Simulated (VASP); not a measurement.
# GaAs (Pm-3m) in VASP: further runs

The runs below take GaAs through single point, relaxation of cell and atoms, with r2SCAN+rVV10.

Program: VASP 6.6.1. These are calculated values, not measurements. Logs are shortened: lines on timing, memory, paths and dates and some standing lists are left out, and cuts for length are marked.

## (1) The cell of the first run

It takes space group Pm-3m (No. 221, cubic). Conventional cell: a = 3.313 Å, b = 3.313 Å, c = 3.313 Å, α = 90.00°, β = 90.00°, γ = 90.00°. Ga (site symmetry m-3m) has 8 As at 2.87 Å and 6 Ga at 3.31 Å within 3.8 Å. As (site symmetry m-3m) has 8 Ga at 2.87 Å and 6 As at 3.31 Å within 3.8 Å.

## (2) Single point, r2SCAN+rVV10

Contents of POSCAR:

```
GaAs
1.0
    3.3129282051      0.0000000000      0.0000000000
    0.0000000000      3.3129282051      0.0000000000
    0.0000000000      0.0000000000      3.3129282051
Ga As
1 1
Direct
    0.0000000000      0.0000000000      0.0000000000
    0.5000000000      0.5000000000      0.5000000000
```

Contents of INCAR.step1:

```
SYSTEM = GaAs
PREC = Accurate ; ENCUT = 520
ISMEAR = -1 ; SIGMA = 0.03
LREAL = .False. ; LASPH = .True.
NELM = 60 ; NBANDS = 16
GGA = PE ; ALGO = Normal
EDIFF = 1E-4 ; LWAVE = .True.
LCHARG = .False.
```

Contents of INCAR.step2:

```
SYSTEM = GaAs
PREC = Accurate ; ENCUT = 520
EDIFF = 1E-6 ; ISMEAR = -1
SIGMA = 0.03 ; LREAL = .False.
LASPH = .True. ; NELM = 60
ALGO = Normal ; ISIF = 2
LWAVE = .False. ; LCHARG = .True.
METAGGA = R2SCAN ; LMIXTAU = .True.
LUSE_VDW = .True. ; IVDW_NL = 2
BPARAM = 11.95 ; CPARAM = 0.0093
LELF = .True. ; LVHAR = .True.
NBANDS = 16 ; ISTART = 1
```

Contents of KPOINTS:

```
Automatic mesh
0
Gamma
  8 8 8
  0 0 0
```

Potentials or basis: VASP PAW PBE potentials, release 64 (Ga_d, As).

Run with:

```
$ cat potpaw_PBE.64/Ga_d/POTCAR potpaw_PBE.64/As/POTCAR > POTCAR
$ cp INCAR.step1 INCAR
$ mpirun -np 1 vasp_std > vasp.out
$ cp INCAR.step2 INCAR
$ mpirun -np 1 vasp_std > vasp.out
```

OUTCAR:

```text
SYSTEM = GaAs
   PREC = Accurate
   ENCUT = 520
   EDIFF = 1E-6
   ISMEAR = -1
   LREAL = .False.
   LASPH = .True.
   NELM = 60
   ISIF = 2
   METAGGA = R2SCAN
   IVDW_NL = 2
   BPARAM = 11.95
   ISTART = 1

 ion  position               nearest neighbor table
   1  0.000  0.000  0.000-   2 2.87   2 2.87   2 2.87   2 2.87   2 2.87   2 2.87   2 2.87   2 2.87

   2  0.500  0.500  0.500-   1 2.87   1 2.87   1 2.87   1 2.87   1 2.87   1 2.87   1 2.87   1 2.87

  LATTYP: Found a simple cubic cell.
 ALAT       =     3.3129282051

  Lattice vectors:

 A1 = (   3.3129282051,   0.0000000000,   0.0000000000)
 A2 = (   0.0000000000,   3.3129282051,   0.0000000000)
 A3 = (   0.0000000000,   0.0000000000,   3.3129282051)

Analysis of symmetry for initial positions (statically):
=====================================================================
 Subroutine PRICEL returns:
 Original cell was already a primitive cell.

 Routine SETGRP: Setting up the symmetry group for a
 simple cubic supercell.

 Subroutine GETGRP returns: Found 48 space group operations
 (whereof 48 operations were pure point group operations)
 out of a pool of 48 trial point group operations.

The static configuration has the point symmetry O_h .

Analysis of symmetry for dynamics (positions and initial velocities):
=====================================================================
 Subroutine PRICEL returns:
 Original cell was already a primitive cell.

 Routine SETGRP: Setting up the symmetry group for a
 simple cubic supercell.

 Subroutine GETGRP returns: Found 48 space group operations
 (whereof 48 operations were pure point group operations)
 out of a pool of 48 trial point group operations.

The dynamic configuration has the point symmetry O_h .

 Subroutine INISYM returns: Found 48 space group operations
 (whereof 48 operations are pure point group operations),
 and found     1 'primitive' translations

----------------------------------------------------------------------------------------

                                     Primitive cell

  volume of cell :      36.3610

  direct lattice vectors                    reciprocal lattice vectors
     3.312928205  0.000000000  0.000000000     0.301847773  0.000000000  0.000000000
     0.000000000  3.312928205  0.000000000     0.000000000  0.301847773  0.000000000
     0.000000000  0.000000000  3.312928205     0.000000000  0.000000000  0.301847773

  length of vectors
[... 77 lines left out ...]
   LNONCOLLINEAR =      F non collinear calculations
   LSORBIT =      F    spin-orbit coupling
   LASPH  =      T    aspherical Exc in radial PAW
   ENCUT  =  520.0 eV  38.22 Ry    6.18 a.u.   6.16  6.16  6.16*2*pi/ulx,y,z
   NELM   =     60;   NELMIN=  2; NELMDL=  0     # of ELM steps
   EDIFF  = 0.1E-05   stopping-criterion for ELM
   LREAL  =      F    real-space projection
   EDIFFG = 0.1E-04   stopping-criterion for IOM
   NSW    =      0    number of steps for IOM
   IBRION =     -1    ionic relax: 0-MD 1-quasi-New 2-CG
   NFREE  =      0    steps in history (QN), initial steepest desc. (CG)
   ISIF   =      2    stress and relaxation
   ISYM   =      2    0-nonsym 1-usesym 2-fastsym
   POTIM  = 0.5000    time-step for ionic-motion
   TEBEG  =    0.0;   TEEND  =   0.0 temperature during run
   PSTRESS=    0.0 pullay stress
   NELECT =      18.0000    total number of electrons
   NUPDOWN=      -1.0000    fix difference up-down
   EMIN   =  10.00;   EMAX   =-10.00  energy-range for DOS
   EFERMI =   0.00;   METHOD = LEGACY
   ISMEAR =    -1;   SIGMA  =   0.03  broadening in eV -4-tet -1-fermi 0-gaus
   EFERMI_NEDOS =   21; number of points for ismear=-14 and -15
   IALGO  =     38    algorithm
   IMIX   =      4    mixing-type and parameters
     AMIX     =   0.40;   BMIX     =  1.00
     AMIX_MAG =   1.60;   BMIX_MAG =  1.00
  volume/ion in A,a.u.               =      18.18       122.69
  Fermi-wavevector in a.u.,A,eV,Ry     =   1.295051  2.447292 22.819118  1.677158
  Thomas-Fermi vector in A             =   2.426595
   LORBIT       =      0    0 simple, 1 ext, 2 COOP (PROOUT), +10 PAW based schemes
   METAGGA = R2SCAN    functional components
   LHFCALC =     F    Hartree Fock is set to
   AEXX    =    0.0000 exact exchange contribution
   IVDW_NL    =     2    kernel type
   BPARAM     =11.9500
   IVDW    =     0    specifies the selected vdW correction
   LEPSILON=     F    determine dielectric tensor
   LRPA    =     F    only Hartree local field effects (RPA)
 non-spin polarized calculation
  energy-cutoff  :      520.00
  volume of cell :       36.36
 maximum number of plane-waves:       992
 NGX is ok and might be reduce to    28
   NGX = 13   NGY = 13   NGZ = 13

 number of electron      18.0000002 magnetization

 Free energy of the ion-electron system (eV)
  ---------------------------------------------------
  ext. energy  EPLUGINS =         0.00000000
  ---------------------------------------------------
  free energy    TOTEN  =       -25.02790116 eV

  energy without entropy =      -25.02420030  energy(sigma->0) =      -25.02605073

 E-fermi :   6.3436     XC(G=0): -11.9484

 val. band max:        6.2788260548   @ k =   0.1250   0.0000   0.0000
 cond. band min:       6.3704925151   @ k =   0.2500   0.1250   0.0000
 fundamental gap:      0.0916664603
 Fermi energy:         6.3435618468

 k-point     1 :       0.0000    0.0000    0.0000
  band No.  band energies     occupation
      1      -9.2659      2.00000
      2      -9.2659      2.00000
      3      -9.1579      2.00000
      4      -9.1579      2.00000
      5      -9.1579      2.00000
      6      -8.2727      2.00000
[... 433 lines left out ...]
      3      -9.2009      2.00000
      4      -9.1974      2.00000
      5      -9.1139      2.00000
      6      -4.3828      2.00000
[... 8 lines left out ...]
     15      18.5090      0.00000
     16      19.7731      0.00000

 [... further k-points ...]
[... 5 lines left out ...]
  --------------------------------------------------------------------------------------
  -------------------------------------------------------------------------------------
  Total        0.0267805      0.0267805      0.0267805     -0.0000000     -0.0000000      0.0000000
  in kB        1.1800310      1.1800310      1.1800310     -0.0000000     -0.0000000      0.0000000
  external PRESSURE =       1.1800310 kB  Pullay stress =       0.0000000 kB

 VOLUME and BASIS-vectors are now :
 -----------------------------------------------------------------------------
  energy-cutoff  :      520.00
  volume of cell :       36.36
      direct lattice vectors                 reciprocal lattice vectors
     3.312928205  0.000000000  0.000000000     0.301847773  0.000000000  0.000000000
     0.000000000  3.312928205  0.000000000     0.000000000  0.301847773  0.000000000
     0.000000000  0.000000000  3.312928205     0.000000000  0.000000000  0.301847773

 POSITION                                       TOTAL-FORCE (eV/Angst)
 -----------------------------------------------------------------------------------
      0.00000      0.00000      0.00000         0.000000      0.000000      0.000000
      1.65646      1.65646      1.65646         0.000000      0.000000      0.000000
 -----------------------------------------------------------------------------------
    total drift:                               -0.000000      0.000000     -0.000000

  FREE ENERGIE OF THE ION-ELECTRON SYSTEM (eV)
  ---------------------------------------------------
  free  energy   TOTEN  =       -25.0279011612 eV

  energy  without entropy=      -25.0242003013  energy(sigma->0) =      -25.02605073
```

OSZICAR.step1:

```text
N       E                     dE             d eps       ncg     rms          rms(c)
DAV:   1     0.768657471189E+02    0.76866E+02   -0.90396E+03  1152   0.170E+03
DAV:   2    -0.232636699503E+01   -0.79192E+02   -0.75788E+02  1256   0.305E+02
DAV:   3    -0.716560384039E+01   -0.48392E+01   -0.48134E+01  1432   0.580E+01
DAV:   4    -0.721848915600E+01   -0.52885E-01   -0.52878E-01  1344   0.655E+00
DAV:   5    -0.721912140316E+01   -0.63225E-03   -0.63224E-03  1456   0.672E-01    0.209E+00
DAV:   6    -0.717547052953E+01    0.43651E-01   -0.63670E-02  1488   0.503E+00    0.121E+00
DAV:   7    -0.716818697835E+01    0.72836E-02   -0.11913E-02  1720   0.105E+00    0.385E-01
DAV:   8    -0.716726932609E+01    0.91765E-03   -0.17133E-03  1368   0.490E-01    0.412E-02
DAV:   9    -0.716727283171E+01   -0.35056E-05   -0.94174E-05   944   0.114E-01
   1 F= -.71672728E+01 E0= -.71654500E+01  d E =-.364573E-02
```

Run time: 2.5 min. Hardware: 1 thread of AMD EPYC 7R13, shared host; peak memory 0.24 GiB.

Results:

```yaml
Free_energy: -25.0279 eV
Pressure: 0.1 GPa
Band_gap_on_the_k_mesh: zero (band 9 reaches 7.71 eV, above the bottom of band 10 at 3.90 eV)
```

Caveat: the PAW data sets were made with another functional, which shifts forces and pressure a little.

## (3) Relaxation of cell and atoms, r2SCAN+rVV10

This run uses another cell than the first one, of 18.06 Å³/atom, 0.993 times its volume.

Contents of POSCAR:

```
GaAs
1.0
    3.3056438225      0.0000000000      0.0000000000
    0.0000000000      3.3056438225      0.0000000000
    0.0000000000      0.0000000000      3.3056438225
Ga As
1 1
Direct
    0.0000000000      0.0000000000      0.0000000000
    0.5000000000      0.5000000000      0.5000000000
```

Contents of INCAR.step1:

```
SYSTEM = GaAs
PREC     = Accurate       ! precision mode
ENCUT    = 600            ! plane-wave cutoff, eV
ISMEAR   = -1             ! smearing method
SIGMA    = 0.03           ! smearing width, eV
LREAL    = .False.        ! projectors in reciprocal space
LASPH    = .True.         ! aspherical terms in the spheres
NELM     = 80             ! most SCF steps
GGA      = PE             ! functional
ALGO     = Normal         ! electronic algorithm
EDIFF    = 1E-4           ! SCF threshold, eV
LWAVE    = .True.         ! write WAVECAR
LCHARG   = .False.        ! write CHGCAR
```

Contents of INCAR.step2:

```
SYSTEM = GaAs
PREC     = Accurate       ! precision mode
ENCUT    = 600            ! plane-wave cutoff, eV
EDIFF    = 1E-6           ! SCF threshold, eV
ISMEAR   = -1             ! smearing method
SIGMA    = 0.03           ! smearing width, eV
LREAL    = .False.        ! projectors in reciprocal space
LASPH    = .True.         ! aspherical terms in the spheres
NELM     = 80             ! most SCF steps
ALGO     = Normal         ! electronic algorithm
ISIF     = 3              ! what is computed and relaxed
LWAVE    = .False.        ! write WAVECAR
LCHARG   = .False.        ! write CHGCAR
METAGGA  = R2SCAN         ! meta-GGA
LMIXTAU  = .True.       
LUSE_VDW = .True.       
IVDW_NL  = 2            
BPARAM   = 11.95        
CPARAM   = 0.0093       
IBRION   = 2              ! ionic algorithm
NSW      = 100            ! ionic steps
EDIFFG   = -0.01          ! ionic threshold
ISTART   = 1
```

KPOINTS is that of step 2.

Potentials or basis: VASP PAW PBE potentials, release 64 (Ga_d, As).

Run with:

```
$ cat potpaw_PBE.64/Ga_d/POTCAR potpaw_PBE.64/As/POTCAR > POTCAR
$ cp INCAR.step1 INCAR
$ mpirun -np 1 vasp_std > vasp.out
$ cp INCAR.step2 INCAR
$ mpirun -np 1 vasp_std > vasp.out
```

OUTCAR:

```text
SYSTEM = GaAs
   PREC = Accurate
   ENCUT = 600
   EDIFF = 1E-6
   ISMEAR = -1
   LREAL = .False.
   LASPH = .True.
   NELM = 80
   ISIF = 3
   METAGGA = R2SCAN
   IVDW_NL = 2
   BPARAM = 11.95
   IBRION = 2
   NSW = 100
   EDIFFG = -0.01
   ISTART = 1

 ion  position               nearest neighbor table
   1  0.000  0.000  0.000-   2 2.86   2 2.86   2 2.86   2 2.86   2 2.86   2 2.86   2 2.86   2 2.86

   2  0.500  0.500  0.500-   1 2.86   1 2.86   1 2.86   1 2.86   1 2.86   1 2.86   1 2.86   1 2.86

  LATTYP: Found a simple cubic cell.
[... 625 lines left out ...]

  FORCE on cell =-STRESS in cart. coord.  units (eV):
  Direction    XX          YY          ZZ          XY          YZ          ZX
  --------------------------------------------------------------------------------------
  -------------------------------------------------------------------------------------
  Total       -0.0106930     -0.0106930     -0.0106930      0.0000000     -0.0000000      0.0000000
  in kB       -0.4701232     -0.4701232     -0.4701232      0.0000000     -0.0000000      0.0000000
  external PRESSURE =      -0.4701232 kB  Pullay stress =       0.0000000 kB

 VOLUME and BASIS-vectors are now :
 -----------------------------------------------------------------------------
  energy-cutoff  :      600.00
  volume of cell :       36.44
      direct lattice vectors                 reciprocal lattice vectors
     3.315373101  0.000000000  0.000000000     0.301625177 -0.000000000  0.000000000
     0.000000000  3.315373101  0.000000000    -0.000000000  0.301625177  0.000000000
    -0.000000000 -0.000000000  3.315373101    -0.000000000 -0.000000000  0.301625177

 POSITION                                       TOTAL-FORCE (eV/Angst)
 -----------------------------------------------------------------------------------
      0.00000      0.00000      0.00000         0.000000      0.000000      0.000000
      1.65769      1.65769      1.65769        -0.000000     -0.000000      0.000000
 -----------------------------------------------------------------------------------
    total drift:                               -0.000000      0.000000     -0.000000

  FREE ENERGIE OF THE ION-ELECTRON SYSTEM (eV)
  ---------------------------------------------------
  free  energy   TOTEN  =       -25.0287411048 eV

  energy  without entropy=      -25.0250575205  energy(sigma->0) =      -25.02689931

 reached required accuracy - stopping structural energy minimisation
```

OSZICAR.step1:

```text
N       E                     dE             d eps       ncg     rms          rms(c)
DAV:   1     0.818029197315E+02    0.81803E+02   -0.10070E+04   918   0.223E+03
DAV:   2    -0.195772357221E+01   -0.83761E+02   -0.81611E+02  1010   0.361E+02
DAV:   3    -0.713523714713E+01   -0.51775E+01   -0.50962E+01  1098   0.716E+01
DAV:   4    -0.721293607852E+01   -0.77699E-01   -0.77625E-01   998   0.903E+00
DAV:   5    -0.721420238660E+01   -0.12663E-02   -0.12662E-02  1085   0.103E+00    0.212E+00
DAV:   6    -0.716997171296E+01    0.44231E-01   -0.82683E-02  1197   0.632E+00    0.123E+00
DAV:   7    -0.716266221656E+01    0.73095E-02   -0.13760E-02  1352   0.131E+00    0.387E-01
DAV:   8    -0.716174106448E+01    0.92115E-03   -0.18381E-03  1045   0.603E-01    0.413E-02
DAV:   9    -0.716174268255E+01   -0.16181E-05   -0.93431E-05   540   0.136E-01
   1 F= -.71617427E+01 E0= -.71599138E+01  d E =-.365783E-02
```

Run time: 3.8 min. Hardware: 1 thread of AMD EPYC 7R13, shared host; peak memory 0.25 GiB.

What came out:

- Free energy: -25.0287 eV
- Relaxed volume: 18.22 Å³/atom
- Relaxed cell: a = 3.315 Å, b = 3.315 Å, c = 3.315 Å, α = 90.00°, β = 90.00°, γ = 90.00°
- Space group after relaxing (to 0.05 Å): Pm-3m (No. 221)
- Energy gained by relaxing: 0.3 meV/atom
- Ionic steps: 2
- Pressure after relaxing: 0.0 GPa

The path:
| step | energy change (eV) | largest force (eV/Å) | pressure (GPa) | volume (Å³) |
| --- | --- | --- | --- | --- |
| 1 | 0.0000 | 0.0000 | 0.54 | 36.12 |
| 2 | -0.0005 | 0.0000 | -0.05 | 36.44 |

Final structure:
```
CELL_PARAMETERS angstrom
3.31537 0.00000 0.00000
0.00000 3.31537 0.00000
0.00000 0.00000 3.31537
ATOMIC_POSITIONS crystal
Ga 0.00000 0.00000 0.00000
As 0.50000 0.50000 0.50000
```

Caveat: the bands computed are all filled at some k points, so no gap is given; the PAW data sets were made with another functional, which shifts forces and pressure a little.
